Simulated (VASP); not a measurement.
# ReTe4Pb2 (I-4) in VASP: single point with r2SCAN

Aim: the single point of ReTe4Pb2 with r2SCAN.

Program: VASP 6.6.1. These are calculated values, not measurements. Logs are shortened: lines on timing, memory, paths and dates and some standing lists are left out, and cuts for length are marked.

## 1. The cell of the first run

It takes space group I-4 (No. 82, tetragonal). The conventional cell has a = 6.318 Å, b = 6.318 Å, c = 12.743 Å, α = 90.00°, β = 90.00°, γ = 90.00°. Pb (site symmetry -4) has 4 Te at 2.74 Å within 3.6 Å. Pb (site symmetry -4) has 4 Te at 2.74 Å within 3.6 Å. Te (site symmetry 1) has 2 Pb at 2.74 Å and 1 Re at 2.74 Å within 3.6 Å. Re (site symmetry -4) has 4 Te at 2.74 Å within 3.6 Å.

## 2. Single point, r2SCAN

File POSCAR:

```
ReTe4Pb2
1.0
    0.0000000000      6.3176859100      0.0000000000
    6.3176859100      0.0000000000      0.0000000000
    3.1588424500      3.1588424500     -6.3713499700
Pb Te Re
2 4 1
Direct
    0.7500000000      0.2500000000      0.5000000000
    0.5000000000      0.5000000000      0.0000000000
    0.3750000000      0.3750000000      0.7500000000
    0.6250000000      0.1250000000      0.2500000000
    0.8750000000      0.8750000000      0.7500000000
    0.1250000000      0.6250000000      0.2500000000
    0.0000000000      0.0000000000      0.0000000000
```

File INCAR.step1:

```
  PREC = Accurate
  ENCUT = 520
  ISMEAR = -1
  SIGMA = 0.0742
  LREAL = False
  LASPH = True
  NELM = 60
  NBANDS = 38
  GGA = PE
  ALGO = Normal
  EDIFF = 1E-4
  LWAVE = True
  LCHARG = False
```

File INCAR.step2:

```
  PREC = Accurate
  ENCUT = 520
  EDIFF = 1E-6
  ISMEAR = -1
  SIGMA = 0.0742
  LREAL = False
  LASPH = True
  NELM = 60
  ALGO = Normal
  ISIF = 2
  LWAVE = False
  LCHARG = True
  METAGGA = R2SCAN
  LMIXTAU = True
  LELF = True
  LVHAR = True
  NBANDS = 38
  ISTART = 1
```

File KPOINTS:

```
Automatic mesh
0
Gamma
  3 3 3
```

Potentials or basis: VASP PAW PBE potentials, release 64 (Pb_d, Te, Re).

On the command line:

```
> cat potpaw_PBE.64/Pb_d/POTCAR potpaw_PBE.64/Te/POTCAR potpaw_PBE.64/Re/POTCAR > POTCAR
> cp INCAR.step1 INCAR
> mpirun -np 1 vasp_std > vasp.out
> cp INCAR.step2 INCAR
> mpirun -np 1 vasp_std > vasp.out
```

OUTCAR:

```text
PREC = Accurate
   ENCUT = 520
   EDIFF = 1E-6
   ISMEAR = -1
   LREAL = False
   LASPH = True
   NELM = 60
   ISIF = 2
   METAGGA = R2SCAN
   ISTART = 1

 ion  position               nearest neighbor table
   1  0.750  0.250  0.500-   4 2.74   3 2.74   5 2.74   6 2.74
   2  0.500  0.500  0.000-   3 2.74   4 2.74   6 2.74   5 2.74
   3  0.375  0.375  0.750-   2 2.74   1 2.74   7 2.74
   4  0.625  0.125  0.250-   1 2.74   2 2.74   7 2.74
   5  0.875  0.875  0.750-   7 2.74   1 2.74   2 2.74
   6  0.125  0.625  0.250-   2 2.74   7 2.74   1 2.74
   7  0.000  0.000  0.000-   5 2.74   4 2.74   6 2.74   3 2.74

  LATTYP: Found a body centered tetragonal cell.
 ALAT       =     6.3176859100
 C/A-ratio  =     2.0169885179

  Lattice vectors:

 A1 = (  -3.1588424500,   3.1588434600,   6.3713499700)
 A2 = (   3.1588434600,  -3.1588424500,   6.3713499700)
 A3 = (   3.1588424500,   3.1588424500,  -6.3713499700)

Analysis of symmetry for initial positions (statically):
=====================================================================
 Subroutine PRICEL returns:
 Original cell was already a primitive cell.

 Routine SETGRP: Setting up the symmetry group for a
 body centered tetragonal supercell.

 Subroutine GETGRP returns: Found  4 space group operations
 (whereof  4 operations were pure point group operations)
 out of a pool of 16 trial point group operations.

The static configuration has the point symmetry S_4 .

Analysis of symmetry for dynamics (positions and initial velocities):
=====================================================================
 Subroutine PRICEL returns:
 Original cell was already a primitive cell.

 Routine SETGRP: Setting up the symmetry group for a
 body centered tetragonal supercell.

 Subroutine GETGRP returns: Found  4 space group operations
 (whereof  4 operations were pure point group operations)
 out of a pool of 16 trial point group operations.

The dynamic configuration has the point symmetry S_4 .

 Subroutine INISYM returns: Found  4 space group operations
 (whereof  4 operations are pure point group operations),
 and found     1 'primitive' translations

----------------------------------------------------------------------------------------

                                     Primitive cell

  volume of cell :     254.3007

  direct lattice vectors                    reciprocal lattice vectors
     0.000000000  6.317685910  0.000000000     0.000000000  0.158285805  0.078476292
     6.317685910  0.000000000  0.000000000     0.158285805  0.000000000  0.078476292
     3.158842450  3.158842450 -6.371349970     0.000000000  0.000000000 -0.156952609

  length of vectors
     6.317685910  6.317685910  7.781431211     0.176671799  0.176671799  0.156952609

  position of ions in fractional coordinates (direct lattice)
     0.750000000  0.250000000  0.500000000
     0.500000000  0.500000000  0.000000000
     0.375000000  0.375000000  0.750000000
     0.625000000  0.125000000  0.250000000
     0.875000000  0.875000000  0.750000000
     0.125000000  0.625000000  0.250000000
     0.000000000  0.000000000  0.000000000

  ion indices of the primitive-cell ions
   primitive index   ion index
                 1           1
                 2           2
                 3           3
                 4           4
                 5           5
                 6           6
                 7           7

----------------------------------------------------------------------------------------

 KPOINTS: Automatic mesh

Automatic generation of k-mesh.
 Grid dimensions read from file:
 generate k-points for:    3    3    3

 Generating k-lattice:

  Cartesian coordinates                     Fractional coordinates (reciprocal lattice)
     0.000000000  0.052761935  0.026158764     0.333333333  0.000000000  0.000000000
     0.052761935  0.000000000  0.026158764     0.000000000  0.333333333  0.000000000
     0.000000000  0.000000000 -0.052317536     0.000000000  0.000000000  0.333333333

  Length of vectors
     0.058890600  0.058890600  0.052317536

  Shift w.r.t. Gamma in fractional coordinates (k-lattice)
     0.000000000  0.000000000  0.000000000

 Subroutine IBZKPT returns following result:
 ===========================================

 Found      6 irreducible k-points:

 Following reciprocal coordinates:
            Coordinates               Weight
  0.000000  0.000000  0.000000      1.000000
  0.333333  0.000000  0.000000      8.000000
  0.333333  0.333333  0.000000      8.000000
 -0.333333  0.333333  0.000000      4.000000
  0.000000  0.000000  0.333333      2.000000
 -0.333333  0.000000  0.333333      4.000000
   k-points           NKPTS =      6   k-points in BZ     NKDIM =      6   number of bands    NBANDS=     38
   number of dos      NEDOS =    301   number of ions     NIONS =      7
   total plane-waves  NPLWV = 138240
   dimension x,y,z NGX =    48 NGY =   48 NGZ =   60
   dimension x,y,z NGXF=    96 NGYF=   96 NGZF=  120
   ions per type =               2   4   1
   NGX,Y,Z   is equivalent  to a cutoff of  12.63, 12.63, 12.82 a.u.
   NGXF,Y,Z  is equivalent  to a cutoff of  25.26, 25.26, 25.64 a.u.
 SYSTEM =  unknown system
   PREC   = accura    normal or accurate (medium, high low for compatibility)
   ISTART =      1    job   : 0-new  1-cont  2-samecut
   ICHARG =      0    charge: 1-file 2-atom 10-const
   ISPIN  =      1    spin polarized calculation?
   LNONCOLLINEAR =      F non collinear calculations
   LSORBIT =      F    spin-orbit coupling
   LASPH  =      T    aspherical Exc in radial PAW
   ENCUT  =  520.0 eV  38.22 Ry    6.18 a.u.  11.75 11.75 14.47*2*pi/ulx,y,z
   NELM   =     60;   NELMIN=  2; NELMDL=  0     # of ELM steps
   EDIFF  = 0.1E-05   stopping-criterion for ELM
   LREAL  =      F    real-space projection
   EDIFFG = 0.1E-04   stopping-criterion for IOM
   NSW    =      0    number of steps for IOM
   IBRION =     -1    ionic relax: 0-MD 1-quasi-New 2-CG
   NFREE  =      0    steps in history (QN), initial steepest desc. (CG)
   ISIF   =      2    stress and relaxation
   ISYM   =      2    0-nonsym 1-usesym 2-fastsym
   POTIM  = 0.5000    time-step for ionic-motion
   TEBEG  =    0.0;   TEEND  =   0.0 temperature during run
   PSTRESS=    0.0 pullay stress
   NELECT =      59.0000    total number of electrons
   NUPDOWN=      -1.0000    fix difference up-down
   EMIN   =  10.00;   EMAX   =-10.00  energy-range for DOS
   EFERMI =   0.00;   METHOD = LEGACY
   ISMEAR =    -1;   SIGMA  =   0.07  broadening in eV -4-tet -1-fermi 0-gaus
   EFERMI_NEDOS =   21; number of points for ismear=-14 and -15
   IALGO  =     38    algorithm
   IMIX   =      4    mixing-type and parameters
     AMIX     =   0.40;   BMIX     =  1.00
     AMIX_MAG =   1.60;   BMIX_MAG =  1.00
  volume/ion in A,a.u.               =      36.33       245.16
  Fermi-wavevector in a.u.,A,eV,Ry     =   1.005950  1.900970 13.768213  1.011935
  Thomas-Fermi vector in A             =   2.138662
   LORBIT       =      0    0 simple, 1 ext, 2 COOP (PROOUT), +10 PAW based schemes
   METAGGA = R2SCAN    functional components
   LHFCALC =     F    Hartree Fock is set to
   AEXX    =    0.0000 exact exchange contribution
   IVDW    =     0    specifies the selected vdW correction
   LEPSILON=     F    determine dielectric tensor
   LRPA    =     F    only Hartree local field effects (RPA)
 non-spin polarized calculation
  energy-cutoff  :      520.00
  volume of cell :      254.30
 maximum number of plane-waves:      6875
   NGX = 23   NGY = 23   NGZ = 29

 number of electron      58.9999993 magnetization

 Free energy of the ion-electron system (eV)
  ---------------------------------------------------
  ext. energy  EPLUGINS =         0.00000000
  ---------------------------------------------------
  free energy    TOTEN  =      -262.58430944 eV

  energy without entropy =     -262.45136199  energy(sigma->0) =     -262.51783572

 E-fermi :   4.9042     XC(G=0):  -9.1165

 val. band max:        4.8825723928   @ k =   0.3333   0.3333   0.0000
 cond. band min:       4.9420406635   @ k =   0.0000   0.0000   0.3333
 fundamental gap:      0.0594682707
 Fermi energy:         4.9041813798

 k-point     1 :       0.0000    0.0000    0.0000
  band No.  band energies     occupation
      1     -13.6487      2.00000
      2     -13.6487      2.00000
      3     -13.6464      2.00000
      4     -13.5741      2.00000
      5     -13.5550      2.00000
      6     -13.5550      2.00000
[... 30 lines left out ...]
     37       7.8693      0.00000
     38       8.1304      0.00000

 k-point     2 :       0.3333    0.0000    0.0000
  band No.  band energies     occupation
      1     -13.6527      2.00000
      2     -13.6484      2.00000
      3     -13.6328      2.00000
      4     -13.5817      2.00000
      5     -13.5651      2.00000
      6     -13.5520      2.00000
[... 30 lines left out ...]
     37       8.2915      0.00000
     38       8.6622      0.00000

 k-point     3 :       0.3333    0.3333    0.0000
  band No.  band energies     occupation
      1     -13.6557      2.00000
      2     -13.6438      2.00000
      3     -13.6196      2.00000
      4     -13.5944      2.00000
      5     -13.5677      2.00000
      6     -13.5563      2.00000
[... 30 lines left out ...]
     37       8.1884      0.00000
     38       8.8084      0.00000

 k-point     4 :      -0.3333    0.3333    0.0000
  band No.  band energies     occupation
      1     -13.6552      2.00000
      2     -13.6416      2.00000
      3     -13.6274      2.00000
      4     -13.5822      2.00000
      5     -13.5734      2.00000
      6     -13.5578      2.00000
[... 30 lines left out ...]
     37       8.2090      0.00000
     38       8.4018      0.00000

 k-point     5 :       0.0000    0.0000    0.3333
  band No.  band energies     occupation
      1     -13.6536      2.00000
      2     -13.6536      2.00000
      3     -13.6311      2.00000
      4     -13.5911      2.00000
      5     -13.5495      2.00000
      6     -13.5495      2.00000
[... 30 lines left out ...]
     37       7.4173      0.00000
     38       7.8656      0.00000

 k-point     6 :      -0.3333    0.0000    0.3333
  band No.  band energies     occupation
      1     -13.6555      2.00000
      2     -13.6507      2.00000
      3     -13.6170      2.00000
      4     -13.6014      2.00000
      5     -13.5594      2.00000
      6     -13.5491      2.00000
[... 30 lines left out ...]
     37       8.3727      0.00000
     38       8.5329      0.00000

------------------------ aborting loop because EDIFF is reached ----------------------------------------

  FORCE on cell =-STRESS in cart. coord.  units (eV):
  Direction    XX          YY          ZZ          XY          YZ          ZX
  --------------------------------------------------------------------------------------
  -------------------------------------------------------------------------------------
  Total        8.0712868      8.0712868      8.2567981      0.0000058      0.0000007      0.0000007
  in kB       50.8517423     50.8517423     52.0205241      0.0000366      0.0000041      0.0000041
  external PRESSURE =      51.2413362 kB  Pullay stress =       0.0000000 kB

 VOLUME and BASIS-vectors are now :
 -----------------------------------------------------------------------------
  energy-cutoff  :      520.00
  volume of cell :      254.30
      direct lattice vectors                 reciprocal lattice vectors
     0.000000000  6.317685910  0.000000000     0.000000000  0.158285805  0.078476292
     6.317685910  0.000000000  0.000000000     0.158285805  0.000000000  0.078476292
     3.158842450  3.158842450 -6.371349970     0.000000000  0.000000000 -0.156952609

 POSITION                                       TOTAL-FORCE (eV/Angst)
 -----------------------------------------------------------------------------------
      3.15884      6.31769     -3.18567         0.000000      0.000000      0.000000
      3.15884      3.15884      0.00000         0.000000     -0.000000      0.000000
      4.73826      4.73826     -4.77851        -0.768865     -3.294104     -0.785695
      1.57942      4.73826     -1.59284        -3.294104      0.768865      0.785695
      7.89711      7.89711     -4.77851         0.768865      3.294104     -0.785695
      4.73826      1.57942     -1.59284         3.294104     -0.768865      0.785695
      0.00000      0.00000      0.00000         0.000000     -0.000000      0.000000
 -----------------------------------------------------------------------------------
    total drift:                                0.000012      0.000011     -0.000004

  FREE ENERGIE OF THE ION-ELECTRON SYSTEM (eV)
  ---------------------------------------------------
  free  energy   TOTEN  =      -262.5843094421 eV

  energy  without entropy=     -262.4513619920  energy(sigma->0) =     -262.51783572
```

Wall time 9.6 min (1 thread of AMD EPYC 7R13, shared host); peak memory 0.39 GiB.

Results:

```yaml
Free_energy: -262.5843 eV
Pressure: 5.1 GPa
Largest_force: 3.473 eV/Å
Band_gap_on_the_k_mesh: zero (an odd number of electrons rules out a gap without spin polarisation)
```

Forces in eV/Å, atoms in the order of the input:
```
Pb   0.000  0.000  0.000
Pb   0.000  0.000  0.000
Te  -0.769 -3.294 -0.786
Te  -3.294  0.769  0.786
Te   0.769  3.294 -0.786
Te   3.294 -0.769  0.786
Re   0.000  0.000  0.000
```

Levels at points of the mesh, in eV from the Fermi level:
| k point | band 27 | band 28 | band 29 | band 30 | band 31 | band 32 |
| --- | --- | --- | --- | --- | --- | --- |
| (0.00, 0.00, 0.00) | -1.96 | -0.74 | -0.67 | 0.22 | 0.62 | 0.62 |

Caveat: the k points lie up to 0.37 Å⁻¹ apart, too coarse for converged energies and pressures of a metal; the PAW data sets were made with another functional, which shifts forces and pressure a little; spin-orbit coupling is left out, which moves the levels of the heavy elements.
